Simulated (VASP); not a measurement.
A run of VASP 6.6.1 is set up as follows.

Contents of INCAR:

```
PREC     = Accurate       # precision mode
ENCUT    = 520            # plane-wave cutoff, eV
EDIFF    = 1E-6           # SCF threshold, eV
ISMEAR   = 0              # smearing method
SIGMA    = 0.15           # smearing width, eV
LREAL    = F              # projectors in reciprocal space
LASPH    = T              # aspherical terms in the spheres
NELM     = 150            # most SCF steps
ALGO     = Normal         # electronic algorithm
ISIF     = 2              # what is computed and relaxed
LWAVE    = F              # write WAVECAR
LCHARG   = F              # write CHGCAR
ISPIN    = 2              # spin polarisation
MAGMOM   = 0.825 0 0      # initial moments
LORBIT   = 11             # projections on sites
NUPDOWN  = 0.825          # fixed moment
LMAXMIX  = 4              # l up to which the mixer works
GGA      = PS             # functional
NBANDS   = 20             # bands
```

Contents of KPOINTS:

```
regular mesh
0
Gamma
  14 14 14
```

File POSCAR:

```
CoSi2
1.0
    0.0000000000      2.5455130630      2.5455130630
    2.5455130630      0.0000000000      2.5455130630
    2.5455130630      2.5455130630      0.0000000000
Co Si
1 2
Direct
    0.0000000000      0.0000000000      0.0000000000
    0.2500000000      0.2500000000      0.2500000000
    0.7500000000      0.7500000000      0.7500000000
```

Potentials or basis: VASP PAW PBE potentials, release 64 (Co, Si).

Command:

```bash
$ cat potpaw_PBE.64/Co/POTCAR potpaw_PBE.64/Si/POTCAR > POTCAR
$ mpirun -np 1 vasp_std > vasp.out
```

Predict the pressure.

35.4 GPa.

Caveat: the cell stands under pressure; the PAW data sets were made with another functional, which shifts forces and pressure a little; the total moment is fixed, so each spin has its own Fermi level.
